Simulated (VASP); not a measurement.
# P (Fm-3m) in VASP: further runs, part 2 of 2

VASP 6.6.1. Earlier steps stand in the parts before.

### 3 Single point, PBE

INCAR reads:

```
  PREC = Accurate
  ENCUT = 520
  EDIFF = 1E-6
  ISMEAR = -1
  SIGMA = 0.05
  LREAL = False
  LASPH = True
  NELM = 80
  ALGO = Normal
  ISIF = 2
  LWAVE = False
  LCHARG = False
  GGA = PE
  NBANDS = 8
```

KPOINTS reads:

```
regular mesh
0
Gamma
  17 17 17
```

POSCAR reads:

```
P
1.0
    0.0000000000      1.9186689794      1.9186689794
    1.9186689794      0.0000000000      1.9186689794
    1.9186689794      1.9186689794      0.0000000000
P
1
Direct
    0.0000000000      0.0000000000      0.0000000000
```

Potentials or basis: VASP PAW PBE potentials, release 64 (P).

On the command line:

```console
cat potpaw_PBE.64/P/POTCAR > POTCAR
mpirun -np 1 vasp_std > vasp.out
```

OUTCAR:

```text
PREC = Accurate
   ENCUT = 520
   EDIFF = 1E-6
   ISMEAR = -1
   LREAL = False
   LASPH = True
   NELM = 80
   ISIF = 2
   GGA = PE

 ion  position               nearest neighbor table
   1  0.000  0.000  0.000-

  LATTYP: Found a face centered cubic cell.
 ALAT       =     3.8373379588

  Lattice vectors:

 A1 = (   0.0000000000,   1.9186689794,   1.9186689794)
 A2 = (   1.9186689794,   0.0000000000,   1.9186689794)
 A3 = (   1.9186689794,   1.9186689794,   0.0000000000)

Analysis of symmetry for initial positions (statically):
=====================================================================
 Subroutine PRICEL returns:
 Original cell was already a primitive cell.

 Routine SETGRP: Setting up the symmetry group for a
 face centered cubic supercell.

 Subroutine GETGRP returns: Found 48 space group operations
 (whereof 48 operations were pure point group operations)
 out of a pool of 48 trial point group operations.

The static configuration has the point symmetry O_h .

Analysis of symmetry for dynamics (positions and initial velocities):
=====================================================================
 Subroutine PRICEL returns:
 Original cell was already a primitive cell.

 Routine SETGRP: Setting up the symmetry group for a
 face centered cubic supercell.

 Subroutine GETGRP returns: Found 48 space group operations
 (whereof 48 operations were pure point group operations)
 out of a pool of 48 trial point group operations.

The dynamic configuration has the point symmetry O_h .

 Subroutine INISYM returns: Found 48 space group operations
 (whereof 48 operations are pure point group operations),
 and found     1 'primitive' translations

----------------------------------------------------------------------------------------

                                     Primitive cell

  volume of cell :      14.1264

  direct lattice vectors                    reciprocal lattice vectors
     0.000000000  1.918668979  1.918668979    -0.260597323  0.260597323  0.260597323
     1.918668979  0.000000000  1.918668979     0.260597323 -0.260597323  0.260597323
     1.918668979  1.918668979  0.000000000     0.260597323  0.260597323 -0.260597323

  length of vectors
     2.713407692  2.713407692  2.713407692     0.451367804  0.451367804  0.451367804

  position of ions in fractional coordinates (direct lattice)
     0.000000000  0.000000000  0.000000000

  ion indices of the primitive-cell ions
   primitive index   ion index
                 1           1

----------------------------------------------------------------------------------------

 KPOINTS: regular mesh

Automatic generation of k-mesh.
 Grid dimensions read from file:
 generate k-points for:   17   17   17

 Generating k-lattice:

  Cartesian coordinates                     Fractional coordinates (reciprocal lattice)
    -0.015329254  0.015329254  0.015329254     0.058823529  0.000000000  0.000000000
     0.015329254 -0.015329254  0.015329254     0.000000000  0.058823529  0.000000000
     0.015329254  0.015329254 -0.015329254     0.000000000  0.000000000  0.058823529

  Length of vectors
     0.026551047  0.026551047  0.026551047

  Shift w.r.t. Gamma in fractional coordinates (k-lattice)
     0.000000000  0.000000000  0.000000000

 Subroutine IBZKPT returns following result:
 ===========================================

 Found    165 irreducible k-points:

 Following reciprocal coordinates:
            Coordinates               Weight
  0.000000  0.000000  0.000000      1.000000
  0.058824  0.000000  0.000000      8.000000
  0.117647  0.000000  0.000000      8.000000
  0.176471  0.000000  0.000000      8.000000
  0.235294  0.000000  0.000000      8.000000
  0.294118  0.000000  0.000000      8.000000
[... 16 lines left out ...]
 -0.176471  0.058824  0.000000     24.000000
 -0.117647  0.058824  0.000000     24.000000
 [... further k-points ...]
   k-points           NKPTS =    165   k-points in BZ     NKDIM =    165   number of bands    NBANDS=      8
   number of dos      NEDOS =    301   number of ions     NIONS =      1
   total plane-waves  NPLWV =   8000
   dimension x,y,z NGX =    20 NGY =   20 NGZ =   20
   dimension x,y,z NGXF=    40 NGYF=   40 NGZF=   40
   ions per type =               1
   NGX,Y,Z   is equivalent  to a cutoff of  12.25, 12.25, 12.25 a.u.
   NGXF,Y,Z  is equivalent  to a cutoff of  24.51, 24.51, 24.51 a.u.
 SYSTEM =  unknown system
   PREC   = accura    normal or accurate (medium, high low for compatibility)
   ISTART =      0    job   : 0-new  1-cont  2-samecut
   ICHARG =      2    charge: 1-file 2-atom 10-const
   ISPIN  =      1    spin polarized calculation?
   LNONCOLLINEAR =      F non collinear calculations
   LSORBIT =      F    spin-orbit coupling
   LASPH  =      T    aspherical Exc in radial PAW
   ENCUT  =  520.0 eV  38.22 Ry    6.18 a.u.   5.05  5.05  5.05*2*pi/ulx,y,z
   NELM   =     80;   NELMIN=  2; NELMDL= -5     # of ELM steps
   EDIFF  = 0.1E-05   stopping-criterion for ELM
   LREAL  =      F    real-space projection
   EDIFFG = 0.1E-04   stopping-criterion for IOM
   NSW    =      0    number of steps for IOM
   IBRION =     -1    ionic relax: 0-MD 1-quasi-New 2-CG
   NFREE  =      0    steps in history (QN), initial steepest desc. (CG)
   ISIF   =      2    stress and relaxation
   ISYM   =      2    0-nonsym 1-usesym 2-fastsym
   POTIM  = 0.5000    time-step for ionic-motion
   TEBEG  =    0.0;   TEEND  =   0.0 temperature during run
   PSTRESS=    0.0 pullay stress
   NELECT =       5.0000    total number of electrons
   NUPDOWN=      -1.0000    fix difference up-down
   EMIN   =  10.00;   EMAX   =-10.00  energy-range for DOS
   EFERMI =   0.00;   METHOD = LEGACY
   ISMEAR =    -1;   SIGMA  =   0.05  broadening in eV -4-tet -1-fermi 0-gaus
   EFERMI_NEDOS =   21; number of points for ismear=-14 and -15
   IALGO  =     38    algorithm
   IMIX   =      4    mixing-type and parameters
     AMIX     =   0.40;   BMIX     =  1.00
     AMIX_MAG =   1.60;   BMIX_MAG =  1.00
  volume/ion in A,a.u.               =      14.13        95.33
  Fermi-wavevector in a.u.,A,eV,Ry     =   1.158034  2.188368 18.246006  1.341044
  Thomas-Fermi vector in A             =   2.294640
   LORBIT       =      0    0 simple, 1 ext, 2 COOP (PROOUT), +10 PAW based schemes
   GGA     = PE    functional components
   LHFCALC =     F    Hartree Fock is set to
   AEXX    =    0.0000 exact exchange contribution
   IVDW    =     0    specifies the selected vdW correction
   LEPSILON=     F    determine dielectric tensor
   LRPA    =     F    only Hartree local field effects (RPA)
 non-spin polarized calculation
  energy-cutoff  :      520.00
  volume of cell :       14.13
 maximum number of plane-waves:       390
   NGX =  9   NGY =  9   NGZ =  9

 number of electron       4.9999999 magnetization

 Free energy of the ion-electron system (eV)
  ---------------------------------------------------
  ext. energy  EPLUGINS =         0.00000000
  ---------------------------------------------------
  free energy    TOTEN  =        -4.51083679 eV

  energy without entropy =       -4.50526644  energy(sigma->0) =       -4.50805162

 E-fermi :  10.2541     XC(G=0): -11.6137

 val. band max:       10.2133143550   @ k =   0.4706   0.4118   0.0000
 cond. band min:      10.2641569176   @ k =  -0.2941   0.1765   0.0000
 fundamental gap:      0.0508425626
 Fermi energy:        10.2541362449

 k-point     1 :       0.0000    0.0000    0.0000
  band No.  band energies     occupation
      1      -6.4371      2.00000
      2      17.2597      0.00000
      3      17.2597      0.00000
      4      17.2598      0.00000
      5      21.6955      0.00000
      6      21.6955      0.00000
      7      21.6955      0.00000
      8      28.0870      0.00000
[... 243 lines left out ...]
 k-point    24 :      -0.1176    0.0588    0.0000
  band No.  band energies     occupation
      1      -5.8113      2.00000
      2      13.7557      0.00000
      3      15.3347      0.00000
      4      17.1012      0.00000
      5      21.9371      0.00000
      6      22.3792      0.00000
      7      23.4267      0.00000
      8      25.7666      0.00000

 [... further k-points ...]

------------------------ aborting loop because EDIFF is reached ----------------------------------------

  FORCE on cell =-STRESS in cart. coord.  units (eV):
  Direction    XX          YY          ZZ          XY          YZ          ZX
  --------------------------------------------------------------------------------------
  -------------------------------------------------------------------------------------
  Total        0.1771204      0.1771204      0.1771204      0.0000000      0.0000000     -0.0000000
  in kB       20.0885744     20.0885744     20.0885744      0.0000000      0.0000000     -0.0000000
  external PRESSURE =      20.0885744 kB  Pullay stress =       0.0000000 kB

 VOLUME and BASIS-vectors are now :
 -----------------------------------------------------------------------------
  energy-cutoff  :      520.00
  volume of cell :       14.13
      direct lattice vectors                 reciprocal lattice vectors
     0.000000000  1.918668979  1.918668979    -0.260597323  0.260597323  0.260597323
     1.918668979  0.000000000  1.918668979     0.260597323 -0.260597323  0.260597323
     1.918668979  1.918668979  0.000000000     0.260597323  0.260597323 -0.260597323

 POSITION                                       TOTAL-FORCE (eV/Angst)
 -----------------------------------------------------------------------------------
      0.00000      0.00000      0.00000         0.000000      0.000000      0.000000
 -----------------------------------------------------------------------------------
    total drift:                                0.000000      0.000000     -0.000000

  FREE ENERGIE OF THE ION-ELECTRON SYSTEM (eV)
  ---------------------------------------------------
  free  energy   TOTEN  =        -4.5108367924 eV

  energy  without entropy=       -4.5052664393  energy(sigma->0) =       -4.50805162
```

OSZICAR:

```text
N       E                     dE             d eps       ncg     rms          rms(c)
DAV:   1     0.814290012861E+00    0.81429E+00   -0.21553E+03  2720   0.453E+02
DAV:   2    -0.448250194379E+01   -0.52968E+01   -0.50908E+01  4104   0.478E+01
DAV:   3    -0.452032149281E+01   -0.37820E-01   -0.37793E-01  2952   0.460E+00
DAV:   4    -0.452036211902E+01   -0.40626E-04   -0.40625E-04  4416   0.164E-01
DAV:   5    -0.452036212406E+01   -0.50352E-08   -0.55054E-08  3064   0.132E-03    0.421E+00
DAV:   6    -0.451359475226E+01    0.67674E-02   -0.45580E-03  2992   0.351E-01    0.244E+00
DAV:   7    -0.451083870919E+01    0.27560E-02   -0.76730E-03  2848   0.461E-01    0.115E-01
DAV:   8    -0.451083693907E+01    0.17701E-05   -0.75589E-05  4000   0.608E-02    0.198E-02
DAV:   9    -0.451083679243E+01    0.14664E-06   -0.51398E-07  3144   0.618E-03
   1 F= -.45108368E+01 E0= -.45080516E+01  d E =-.557035E-02
```

stdout:

```text
POSCAR found type information on POSCAR P
 POSCAR found :  1 types and       1 ions
 scaLAPACK will be used
 LDA part: xc-table for (Slater+PW92), standard interpolation
 POSCAR, INCAR and KPOINTS ok, starting setup
 FFT: planning ... GRIDC
 FFT: planning ... GRID_SOFT
 FFT: planning ... GRID
 WAVECAR not read
 entering main loop
```

It took 15 s on 1 thread of Intel Xeon 8259CL, shared host; peak memory 0.12 GiB.

Results:

```
Free energy            : -4.5108 eV
Pressure               : 2.0 GPa
Band gap on the k mesh : zero (an odd number of electrons rules out a gap without spin polarisation)
```
